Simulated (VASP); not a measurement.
**TaN: single point with LDA**

The system is TaN.

```
Ta N
1.0
     0.00000    2.18144    2.18144
     2.18144    0.00000    2.18144
     2.18144    2.18144    0.00000
Ta N
1 1
Direct
  0.50000 0.50000 0.50000
  0.00000 0.00000 0.00000
```

```
Program             : VASP 6.6.1
Task                : single point
Functional          : LDA
Potentials or basis : VASP PAW LDA potentials, release 64 (Ta_pv, N)
Cutoff              : 600 eV
k mesh              : 10 × 10 × 10
Occupations         : fermi-dirac, width 0.05 eV
Spin                : no spin polarisation
```

```json
{
  "Pressure": "-1.9 GPa",
  "Band gap on the k mesh": "zero (band 8 reaches 11.62 eV, above the bottom of band 9 at 7.47 eV)"
}
```

Levels at points of the mesh, in eV from the Fermi level:
| k point | band 6 | band 7 | band 8 | band 9 | band 10 | band 11 |
| --- | --- | --- | --- | --- | --- | --- |
| (0.00, 0.00, 0.00) | -3.85 | -3.85 | -2.23 | -2.23 | -2.23 | -0.03 |
| (0.50, 0.00, 0.00) | -7.76 | -7.76 | 1.93 | 1.93 | 2.05 | 4.01 |
| (0.50, 0.50, 0.00) | -5.66 | -4.63 | -4.63 | 2.10 | 3.63 | 3.63 |

Wall time 12 s on 1 thread of AMD EPYC 9R45 96-Core Processor (Zen 5), on a shared host, peak memory 0.12 GiB.

Caveat: spin-orbit coupling is left out, which moves the levels of the heavy elements.
